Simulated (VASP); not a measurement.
# Ir: relaxation of cell and atoms with r2SCAN

Ir:

```
Ir
1.0
     0.00000    1.91560    1.91560
     1.91560    0.00000    1.91560
     1.91560    1.91560    0.00000
Ir
1
Direct
  0.00000 0.00000 0.00000
```

```
Program                : VASP 6.6.1
Task                   : relaxation of cell and atoms
Functional             : r2SCAN
Potentials or basis    : VASP PAW PBE potentials, release 64 (Ir)
Cutoff                 : 600 eV
k mesh                 : 11 × 11 × 11
Occupations            : fermi-dirac, width 0.05 eV
Spin                   : no spin polarisation
Dipole correction      : no
Further INCAR settings : ALGO = Normal; EDIFF = 1e-07; IBRION = 2; EDIFFG = -0.03; NSW = 60; ISIF = 3
```

```json
{
  "Relaxed volume": "14.33 Å³/atom",
  "Relaxed cell": "a = 2.726 Å, b = 2.726 Å, c = 2.726 Å, α = 60.00°, β = 60.00°, γ = 60.00°",
  "Space group after relaxing (to 0.1 Å)": "Fm-3m (No. 225)",
  "Energy gained by relaxing": "5.6 meV/atom",
  "Ionic steps": "3",
  "Pressure after relaxing": "-0.2 GPa",
  "Band gap on the k mesh": "zero (an odd number of electrons rules out a gap without spin polarisation)"
}
```

Step by step:
```
step  energy change (eV)  largest force (eV/Å)  pressure (GPa)  volume (Å³)
   1              0.0000                0.0000            7.19        14.06
   2              0.0749                0.0000          -22.44        15.38
   3             -0.0056                0.0000           -0.21        14.33
```

Final structure:
```xyz
1
Lattice="0.0000 1.9276 1.9276 1.9276 0.0000 1.9276 1.9276 1.9276 0.0000" Properties=species:S:1:pos:R:3 pbc="T T T"
Ir    0.0000    0.0000    0.0000
```

Levels at points of the mesh, in eV from the Fermi level:
```csv
k point,band 1,band 2,band 3,band 4,band 5,band 6,band 7,band 8
"(0.00, 0.00, 0.00)",-11.35,-3.88,-3.88,-3.88,-1.22,-1.22,15.17,20.96
```

It took 94 s on 1 thread of Intel Xeon 8259CL (shared host), peak memory 0.16 GiB.

Caveat: the PAW data sets were made with another functional, which shifts forces and pressure a little; spin-orbit coupling is left out, which moves the levels of the heavy elements. Zero-point motion and thermal expansion aren't in these numbers.
